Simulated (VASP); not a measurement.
# Ta2SiO3 (R-3m) in VASP: notebook, part 2 of 2

VASP 6.6.1. The steps go on from the part before.

## 4. Relaxation of cell and atoms, PBE

The input, INCAR:

```
PREC = Accurate
ENCUT = 600
EDIFF = 1E-6
ISMEAR = 0
SIGMA = 0.1
LREAL = False
LASPH = True
NELM = 80
ALGO = Normal
ISIF = 3
LWAVE = False
LCHARG = False
GGA = PE
IBRION = 2
NSW = 90
EDIFFG = -0.04
```

The input, KPOINTS:

```
regular mesh
0
Gamma
  6 6 6
```

The input, POSCAR:

```
Ta2SiO3
1.0
    2.4098020400      1.3912998600      3.7743803900
   -2.4098020400      1.3912998600      3.7743803900
    0.0000000000     -2.7825997100      3.7743803900
Ta Si O
2 1 3
Direct
    0.6265445900      0.6265445900      0.6265445900
    0.3734554100      0.3734554100      0.3734554100
    0.0000000000      0.0000000000      0.0000000000
    0.0000000000      0.5000000000      0.0000000000
    0.5000000000      0.0000000000      0.0000000000
    0.0000000000      0.0000000000      0.5000000000
```

Potentials or basis: VASP PAW PBE potentials, release 64 (Ta_pv, Si, O).

The run is started by

```sh
$ cat potpaw_PBE.64/Ta_pv/POTCAR potpaw_PBE.64/Si/POTCAR potpaw_PBE.64/O/POTCAR > POTCAR
$ mpirun -np 1 vasp_std > vasp.out
```

OUTCAR:

```text
PREC = Accurate
   ENCUT = 600
   EDIFF = 1E-6
   ISMEAR = 0
   LREAL = False
   LASPH = True
   NELM = 80
   ISIF = 3
   GGA = PE
   IBRION = 2
   NSW = 90
   EDIFFG = -0.04

 ion  position               nearest neighbor table
   1  0.627  0.627  0.627-   4 2.72   5 2.72   6 2.72   3 2.82   3 2.82   3 2.82   2 2.87   2 2.93
                             2 2.93   2 2.93
   2  0.373  0.373  0.373-   4 2.72   5 2.72   6 2.72   3 2.82   3 2.82   3 2.82   1 2.87   1 2.93
                             1 2.93   1 2.93
   3  0.000  0.000  0.000-   6 2.34   6 2.34   4 2.34   5 2.34   4 2.34   5 2.34   2 2.82   1 2.82
                             2 2.82   1 2.82   2 2.82   1 2.82
   4  0.000  0.500  0.000-   3 2.34   3 2.34   1 2.72   2 2.72
   5  0.500  0.000  0.000-   3 2.34   3 2.34   1 2.72   2 2.72
   6  0.000  0.000  0.500-   3 2.34   3 2.34   1 2.72   2 2.72

  LATTYP: Found a trigonal (rhomboedric) cell.
 ALAT       =     4.6892225902
 COS(alpha) =     0.4718089548

  Lattice vectors:

 A1 = (   2.4098020400,   1.3912998600,   3.7743803900)
 A2 = (  -2.4098020400,   1.3912998600,   3.7743803900)
 A3 = (   0.0000000000,  -2.7825997100,   3.7743803900)

Analysis of symmetry for initial positions (statically):
=====================================================================
 Subroutine PRICEL returns:
 Original cell was already a primitive cell.

 Routine SETGRP: Setting up the symmetry group for a
 trigonal (rhombohedral) supercell.

 Subroutine GETGRP returns: Found 12 space group operations
 (whereof 12 operations were pure point group operations)
 out of a pool of 12 trial point group operations.

The static configuration has the point symmetry D_3d.

Analysis of symmetry for dynamics (positions and initial velocities):
=====================================================================
 Subroutine PRICEL returns:
 Original cell was already a primitive cell.

 Routine SETGRP: Setting up the symmetry group for a
 trigonal (rhombohedral) supercell.

[... 125 lines left out ...]
   EMIN   =  10.00;   EMAX   =-10.00  energy-range for DOS
   EFERMI =   0.00;   METHOD = LEGACY
   ISMEAR =     0;   SIGMA  =   0.10  broadening in eV -4-tet -1-fermi 0-gaus
   EFERMI_NEDOS =   21; number of points for ismear=-14 and -15
   IALGO  =     38    algorithm
   IMIX   =      4    mixing-type and parameters
     AMIX     =   0.40;   BMIX     =  1.00
     AMIX_MAG =   1.60;   BMIX_MAG =  1.00
  volume/ion in A,a.u.               =      12.65        85.40
  Fermi-wavevector in a.u.,A,eV,Ry     =   1.364874  2.579239 25.346053  1.862882
  Thomas-Fermi vector in A             =   2.491152
   LORBIT       =      0    0 simple, 1 ext, 2 COOP (PROOUT), +10 PAW based schemes
   GGA     = PE    functional components
   LHFCALC =     F    Hartree Fock is set to
   AEXX    =    0.0000 exact exchange contribution
   IVDW    =     0    specifies the selected vdW correction
   LEPSILON=     F    determine dielectric tensor
   LRPA    =     F    only Hartree local field effects (RPA)
 conjugate gradient relaxation of ions
 non-spin polarized calculation
 Gauss-broadening in eV      SIGMA  =   0.10
  energy-cutoff  :      600.00
  volume of cell :       75.93
 maximum number of plane-waves:      2556
 NGX is ok and might be reduce to    40
   NGX = 19   NGY = 19   NGZ = 19

--------------------------------------- Ionic step        1  -------------------------------------------

 number of electron      43.9999998 magnetization

 Free energy of the ion-electron system (eV)
  ---------------------------------------------------
  ext. energy  EPLUGINS =         0.00000000
  ---------------------------------------------------
  free energy    TOTEN  =       -42.57841949 eV

  energy without entropy =      -42.53812848  energy(sigma->0) =      -42.55827398

------------------------ aborting loop because EDIFF is reached ----------------------------------------

  FORCE on cell =-STRESS in cart. coord.  units (eV):
  Direction    XX          YY          ZZ          XY          YZ          ZX
  --------------------------------------------------------------------------------------
  -------------------------------------------------------------------------------------
  Total       -3.5099595     -3.5099595    -16.0539049     -0.0000000     -0.0000000      0.0000000
  in kB      -74.0651072    -74.0651073   -338.7600916     -0.0000000     -0.0000003      0.0000000
  external PRESSURE =    -162.2967687 kB  Pullay stress =       0.0000000 kB
[... 1512 lines left out ...]
     25       5.7164      0.00000
     26       6.4327      0.00000

 [... further k-points ...]

[... ionic steps 4 to 39 ...]

--------------------------------------- Ionic step       40  -------------------------------------------

 number of electron      44.0000005 magnetization

------------------------ aborting loop because EDIFF is reached ----------------------------------------
[... 75 lines left out ...]
--------------------------------------- Ionic step       42  -------------------------------------------

 number of electron      44.0000007 magnetization

 Free energy of the ion-electron system (eV)
  ---------------------------------------------------
  ext. energy  EPLUGINS =         0.00000000
  ---------------------------------------------------
  free energy    TOTEN  =       -50.55638035 eV

  energy without entropy =      -50.54781637  energy(sigma->0) =      -50.55209836

 E-fermi :   4.4683     XC(G=0): -10.3240

 val. band max:        4.4619159398   @ k =   0.1667   0.1667   0.1667
 cond. band min:       4.4998993214   @ k =  -0.1667   0.5000   0.1667
 fundamental gap:      0.0379833816
 Fermi energy:         4.4683089272
[... 729 lines left out ...]
  FREE ENERGIE OF THE ION-ELECTRON SYSTEM (eV)
  ---------------------------------------------------
  free  energy   TOTEN  =       -50.5563803524 eV

  energy  without entropy=      -50.5478163653  energy(sigma->0) =      -50.55209836

 reached required accuracy - stopping structural energy minimisation
```

OSZICAR:

```text
N       E                     dE             d eps       ncg     rms          rms(c)
DAV:   1     0.390120022622E+03    0.39012E+03   -0.26420E+04  1664   0.187E+03
[... 408 lines left out ...]
DAV:   1    -0.505622932457E+02   -0.10257E-01   -0.38336E+00  1664   0.148E+01    0.101E+00
DAV:   2    -0.505618045097E+02    0.48874E-03   -0.15427E-01  1992   0.269E+00    0.567E-01
DAV:   3    -0.505566250534E+02    0.51795E-02   -0.11788E-02  2104   0.789E-01    0.180E-01
DAV:   4    -0.505563983407E+02    0.22671E-03   -0.17490E-03  2190   0.270E-01    0.121E-01
DAV:   5    -0.505563803154E+02    0.18025E-04   -0.19236E-04  2094   0.936E-02    0.610E-02
DAV:   6    -0.505563802623E+02    0.53142E-07   -0.25579E-05  2134   0.307E-02    0.131E-02
DAV:   7    -0.505563803524E+02   -0.90155E-07   -0.33846E-06  1598   0.119E-02
  42 F= -.50556380E+02 E0= -.50552098E+02  d E =-.133152E-01
```

CONTCAR:

```text
Ta2SiO3
   1.00000000000000
     2.4369152859302661    1.4069537007745301    4.6892931750141269
    -2.4369152859302661    1.4069537007745301    4.6892931750141269
     0.0000000000000001   -2.8139073887110961    4.6892931739696415
  Ta              Si              O
     2     1     3
Direct
     0.7434900708646962    0.7434900708646962    0.7434900708624894
     0.2565099291353037    0.2565099291353037    0.2565099291375108
     0.0000000000000000    0.0000000000000000    0.0000000000000000
     0.0000000000000000    0.5000000000000000    0.0000000000000000
     0.5000000000000000    0.0000000000000000    0.0000000000000000
     0.0000000000000000    0.0000000000000000    0.5000000000000000

  0.00000000E+00  0.00000000E+00  0.00000000E+00
  0.00000000E+00  0.00000000E+00  0.00000000E+00
  0.00000000E+00  0.00000000E+00  0.00000000E+00
  0.00000000E+00  0.00000000E+00  0.00000000E+00
  0.00000000E+00  0.00000000E+00  0.00000000E+00
  0.00000000E+00  0.00000000E+00  0.00000000E+00
```

Run time: 38 min. Hardware: 1 thread of AMD EPYC 9R14 (Zen 4), shared host; peak memory 0.26 GiB.

Results:

```
Free energy                           : -50.5564 eV
Relaxed volume                        : 16.08 Å³/atom
Relaxed cell                          : a = 5.469 Å, b = 5.469 Å, c = 5.469 Å, α = 52.92°, β = 52.92°, γ = 52.92°
Space group after relaxing (to 0.1 Å) : R-3m (No. 166)
Pressure after relaxing               : 0.1 GPa
Largest force after relaxing          : 0.032 eV/Å
Band gap on the k mesh                : zero (bands 22 and 23 overlap by 0.47 eV)
```

Forces in eV/Å, atoms in the order of the input:
```
Ta   0.000  0.000 -0.032
Ta   0.000  0.000  0.032
Si   0.000  0.000  0.000
O    0.000  0.000  0.000
O    0.000  0.000  0.000
O    0.000  0.000  0.000
```

Final structure:
```cif
data_structure
_symmetry_space_group_name_H-M 'P 1'
_symmetry_Int_Tables_number 1
_cell_length_a 5.4688
_cell_length_b 5.4688
_cell_length_c 5.4688
_cell_angle_alpha 52.924
_cell_angle_beta 52.924
_cell_angle_gamma 52.924
_cell_volume 96.47
loop_
_atom_site_label
_atom_site_type_symbol
_atom_site_fract_x
_atom_site_fract_y
_atom_site_fract_z
_atom_site_occupancy
Ta1 Ta 0.74349 0.74349 0.74349 1
Ta2 Ta 0.25651 0.25651 0.25651 1
Si1 Si 0.00000 0.00000 0.00000 1
O1 O 0.00000 0.50000 0.00000 1
O2 O 0.50000 0.00000 0.00000 1
O3 O 0.00000 0.00000 0.50000 1
```

Levels at points of the mesh, in eV from the Fermi level:
| k point | band 19 | band 20 | band 21 | band 22 | band 23 | band 24 | band 25 | band 26 |
| --- | --- | --- | --- | --- | --- | --- | --- | --- |
| (0.00, 0.00, 0.00) | -2.46 | -0.56 | -0.56 | -0.36 | -0.36 | 0.30 | 0.34 | 0.34 |
| (0.50, 0.00, 0.00) | -3.01 | -2.52 | -0.83 | -0.76 | 1.23 | 1.43 | 1.57 | 1.71 |
| (0.50, 0.50, 0.00) | -3.28 | -2.73 | -2.65 | -0.20 | -0.15 | 0.86 | 1.00 | 1.39 |
| (0.50, 0.50, 0.50) | -2.83 | -2.83 | -2.46 | -1.95 | 1.36 | 1.36 | 1.47 | 1.72 |

Caveat: the volume moved by over 15 % at a fixed basis, so the end points are rough; spin-orbit coupling is left out, which moves the levels of the heavy elements.

## 5. Single point, PBE

This run uses another cell than the first one, of 16.38 Å³/atom.

The input, INCAR:

```
PREC = Accurate ; ENCUT = 520
EDIFF = 1E-6 ; ISMEAR = 0
SIGMA = 0.1 ; LREAL = False
LASPH = True ; NELM = 80
ALGO = Normal ; ISIF = 2
LWAVE = False ; LCHARG = True
GGA = PE ; LELF = True
LVHAR = True ; NBANDS = 31
```

The input, KPOINTS:

```
regular mesh
0
Gamma
  12 12 12
```

The input, POSCAR:

```
Ta2SiO3
1.0
    2.4313025367      1.4037131740      4.8000426023
   -2.4313025367      1.4037131740      4.8000426023
    0.0000000000     -2.8074263481      4.8000426023
Ta Si O
2 1 3
Direct
    0.7461629688      0.7461629688      0.7461629688
    0.2538370312      0.2538370312      0.2538370312
    0.0000000000      0.0000000000      0.0000000000
    0.0000000000      0.5000000000      0.0000000000
    0.5000000000      0.0000000000      0.0000000000
    0.0000000000      0.0000000000      0.5000000000
```

The run is started by

```sh
$ cat potpaw_PBE.64/Ta_pv/POTCAR potpaw_PBE.64/Si/POTCAR potpaw_PBE.64/O/POTCAR > POTCAR
$ mpirun -np 1 vasp_std > vasp.out
```

It took 13 min on 1 thread of AMD EPYC 9R14 (Zen 4), shared host; peak memory 0.57 GiB.

The run converged. Its results:

```
Free energy            : -50.6067 eV
Pressure               : 0.7 GPa
Largest force          : 0.245 eV/Å
Band gap on the k mesh : zero (bands 22 and 23 overlap by 0.36 eV)
```

Forces in eV/Å, atoms in the order of the input:
```
Ta   0.000  0.000 -0.245
Ta   0.000  0.000  0.245
Si   0.000  0.000  0.000
O    0.000  0.000  0.000
O    0.000  0.000  0.000
O    0.000  0.000  0.000
```

Stress tensor (GPa, compression positive):
```
0.63 0.00 0.00
0.00 0.63 0.00
0.00 0.00 0.94
```

Levels at points of the mesh, in eV from the Fermi level:
```csv
k point,band 20,band 21,band 22,band 23,band 24,band 25
"(0.00, 0.00, 0.00)",-0.57,-0.57,-0.20,-0.20,0.24,0.24
"(0.50, 0.00, 0.00)",-2.56,-0.86,-0.71,1.09,1.44,1.62
"(0.50, 0.50, 0.00)",-2.74,-2.57,-0.31,-0.14,0.89,1.17
"(0.50, 0.50, 0.50)",-2.71,-2.47,-1.96,1.45,1.45,1.47
```

Caveat: spin-orbit coupling is left out, which moves the levels of the heavy elements.

## 6. Overview

```csv
task,cell,k mesh,cutoff (eV),gap on the mesh (eV),pressure (GPa),largest force (eV/Å)
single point,"a = 4.689 Å, angles 61.8°, 6 atoms, atomic positions A",6 × 6 × 6,520,none,-16.1,1.14
single point,"a = 5.542 Å, angles 52.1°, 6 atoms, atomic positions B",6 × 6 × 6,520,none,0.9,0.25
relaxation of cell and atoms,"relaxed from a = 4.689 Å, angles 61.8°, 6 atoms, atomic positions A",6 × 6 × 6,600,none,0.1,0.03
single point,"a = 5.561 Å, angles 51.9°, 6 atoms, atomic positions B",12 × 12 × 12,520,none,0.7,0.25
```

Alike in all rows: level PBE; potentials or basis VASP PAW PBE potentials, release 64 (Ta_pv, Si, O); no spin polarisation; smearing gaussian 0.1 eV.

Caveats: spin-orbit coupling is left out, which moves the levels of the heavy elements; the cell stands under tension (at least some runs); forces of over 1 eV/Å act on the atoms, so gaps and moduli don't describe the material at rest (at least some runs); the volume moved by over 15 % at a fixed basis, so the end points are rough (at least some runs).

Absolute energies hang on the potentials; compare differences alone.
